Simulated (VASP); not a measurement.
Here is a VASP 6.6.1 calculation.

POSCAR

```
HfO2
1.0
    0.0000000000      2.5683590887      2.5683590887
    2.5683590887      0.0000000000      2.5683590887
    2.5683590887      2.5683590887      0.0000000000
Hf O
1 2
Direct
    0.0000000000      0.0000000000      0.0000000000
    0.2500000000      0.2500000000      0.2500000000
    0.7500000000      0.7500000000      0.7500000000
```

File INCAR.step1:

```
ALGO     = Normal         # electronic algorithm
EDIFF    = 1E-5           # SCF threshold, eV
ENCUT    = 520            # plane-wave cutoff, eV
GGA      = PE             # functional
ISIF     = 2              # what is computed and relaxed
ISMEAR   = -1             # smearing method
LASPH    = True           # aspherical terms in the spheres
LREAL    = False          # projectors in reciprocal space
LWAVE    = True           # write WAVECAR
NBANDS   = 18             # bands
NELM     = 100            # most SCF steps
PREC     = Accurate       # precision mode
SIGMA    = 0.05           # smearing width, eV
```

INCAR.step2

```
ALGO     = Normal         # electronic algorithm
EDIFF    = 1E-6           # SCF threshold, eV
ENCUT    = 520            # plane-wave cutoff, eV
GGA      = PE             # functional
HFSCREEN = 0.2079         # screening, 1/A
ISIF     = 2              # what is computed and relaxed
ISMEAR   = -1             # smearing method
ISTART   = 1            
LASPH    = True           # aspherical terms in the spheres
LCHARG   = True           # write CHGCAR
LELF     = True           # ELF
LHFCALC  = True           # exact exchange
LREAL    = False          # projectors in reciprocal space
LVHAR    = True         
LWAVE    = False          # write WAVECAR
NBANDS   = 18             # bands
NELM     = 100            # most SCF steps
PREC     = Accurate       # precision mode
PRECFOCK = Normal       
SIGMA    = 0.05           # smearing width, eV
```

The input KPOINTS:

```
k-points
0
Gamma
  4 4 4
```

Potentials or basis: VASP PAW PBE potentials, release 64 (Hf_pv, O).

Run with:

```bash
$ cat potpaw_PBE.64/Hf_pv/POTCAR potpaw_PBE.64/O/POTCAR > POTCAR
$ cp INCAR.step1 INCAR
$ mpirun -np 1 vasp_std > vasp.out
$ cp INCAR.step2 INCAR
$ mpirun -np 1 vasp_std > vasp.out
```

**Question.** Predict the pressure.

**Answer.** -16.0 GPa.

**Question.** What does it give for the band gap on the k mesh?

**Answer.** 5.22 eV.

Caveat: the k points lie up to 0.53 Å⁻¹ apart; the PAW data sets were made with another functional, which shifts forces and pressure a little; spin-orbit coupling is left out, which moves the levels of the heavy elements. A k mesh can miss the band edges.
